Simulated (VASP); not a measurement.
Wanted: the native input for a VASP 6.6.1 run.

```yaml
Task: single point
Functional: r2SCAN
Potentials_or_basis: VASP PAW PBE potentials, release 64 (Ti_sv, O)
Cutoff: 520 eV
k_mesh: 6 × 6 × 3
Occupations: gaussian, width 0.05 eV
Spin: no spin polarisation
Dipole_correction: no
Further_INCAR_settings: ALGO = Normal; EDIFF = 1e-06; NBANDS = 60
```

The system is TiO2.

```xyz
12
Lattice="-3.7779 0.0000 0.0000 0.0000 -3.7779 0.0000 0.0000 0.0000 12.5828" Properties=species:S:1:pos:R:3 pbc="T T T"
Ti    0.0000    0.0000    8.3849
Ti   -1.8890   -1.8890    3.5935
Ti   -1.8890    0.0000    5.9892
Ti    0.0000   -1.8890    1.1978
O    -1.8890   -1.8890    5.5801
O    -3.7779   -3.7779    0.7887
O    -1.8890    0.0000    7.9758
O     0.0000   -1.8890    3.1844
O    -1.8890    0.0000    4.0027
O     0.0000   -1.8890    8.7941
O     0.0000    0.0000    6.3984
O    -1.8890   -1.8890    1.6070
```

This cell differs from its parent crystal: the distance across one plane changed.

These files were run (other wordings do the same):

POSCAR

```
TiO2
1.0
   -3.7779444200      0.0000000000      0.0000000000
    0.0000000000     -3.7779444200      0.0000000000
    0.0000000000      0.0000000000     12.5827978520
Ti O
4 8
Direct
    0.0000000000      0.0000000000      0.6663818508
    0.5000000000      0.5000000000      0.2855922218
    0.5000000000      0.0000000000      0.4759870363
    0.0000000000      0.5000000000      0.0951974073
    0.5000000000      0.5000000000      0.4434710601
    1.0000000000      1.0000000000      0.0626814311
    0.5000000000      0.0000000000      0.6338658746
    0.0000000000      0.5000000000      0.2530762456
    0.5000000000      0.0000000000      0.3181081979
    0.0000000000      0.5000000000      0.6988978269
    0.0000000000      0.0000000000      0.5085030124
    0.5000000000      0.5000000000      0.1277133834
```

INCAR.step1

```
PREC = Accurate ; ENCUT = 520
ISMEAR = 0 ; SIGMA = 0.05
LREAL = F ; LASPH = T
NELM = 60 ; NBANDS = 60
GGA = PE ; ALGO = Normal
EDIFF = 1E-4 ; LWAVE = T
LCHARG = F
```

INCAR.step2

```
PREC = Accurate ; ENCUT = 520
EDIFF = 1E-6 ; ISMEAR = 0
SIGMA = 0.05 ; LREAL = F
LASPH = T ; NELM = 60
ALGO = Normal ; ISIF = 2
LWAVE = F ; LCHARG = T
METAGGA = R2SCAN ; LMIXTAU = T
LELF = T ; LVHAR = T
NBANDS = 60 ; ISTART = 1
```

KPOINTS

```
regular mesh
0
Gamma
  6 6 3
```

Potentials or basis: VASP PAW PBE potentials, release 64 (Ti_sv, O).

Command:

```bash
$ cat potpaw_PBE.64/Ti_sv/POTCAR potpaw_PBE.64/O/POTCAR > POTCAR
$ cp INCAR.step1 INCAR
$ mpirun -np 1 vasp_std > vasp.out
$ cp INCAR.step2 INCAR
$ mpirun -np 1 vasp_std > vasp.out
```

Results of the run:

```json
{
  "Pressure": "-4.8 GPa",
  "Largest force": "1.355 eV/Å",
  "Band gap on the k mesh": "2.01 eV (least direct gap 2.48 eV)"
}
```

Caveat: the cell differs from its parent crystal (the distance across one plane changed); the stress differs along the axes, from -14 to 2 GPa; the PAW data sets were made with another functional, which shifts forces and pressure a little.

Wall time 15 min on 1 thread of Intel Xeon 8259CL, with other jobs on the host, peak memory 0.45 GiB.
